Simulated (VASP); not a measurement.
A run of VASP 6.6.1 is set up as follows.

The input INCAR:

```
SYSTEM = Ru3Rh
ALGO = Normal ; DIPOL = 0.5 0.5 0.500
EDIFF = 1E-7 ; ENCUT = 520
GGA = PE ; IDIPOL = 3
ISIF = 2 ; ISMEAR = -1
LASPH = .True. ; LCHARG = .True.
LDIPOL = .True. ; LELF = .True.
LREAL = .False. ; LVACPOTAV = .True.
LVHAR = .True. ; LWAVE = .False.
NBANDS = 36 ; NELM = 60
PREC = Accurate ; SIGMA = 0.1
```

KPOINTS

```
k-points
0
Gamma
  12 8 1
  0 0 0
```

The input POSCAR:

```
Ru3Rh
1.0
    2.7211623488      0.0000000000      0.0000000000
    0.0000000000      4.2959980361      0.0000000000
    0.0000000000      0.0000000000     19.1421000000
Ru Rh
3 1
Direct
    0.0000000000      0.7500000000      0.4256196871
    0.5000000000      0.7500000000      0.5410327747
    0.0000000000      0.2500000000      0.5743803132
    0.5000000000      0.2500000000      0.4589672250
```

Potentials or basis: VASP PAW PBE potentials, release 64 (Ru_pv, Rh_pv).

The run is started by

```sh
$ cat potpaw_PBE.64/Ru_pv/POTCAR potpaw_PBE.64/Rh_pv/POTCAR > POTCAR
$ mpirun -np 1 vasp_std > vasp.out
```

**Question.** Predict the largest force.

**Answer.** 0.789 eV/Å.

Forces on the atoms (eV/Å):
```
Ru   0.000  0.000  0.270
Ru   0.000  0.000 -0.060
Ru   0.000  0.000  0.579
Rh   0.000  0.000 -0.789
```
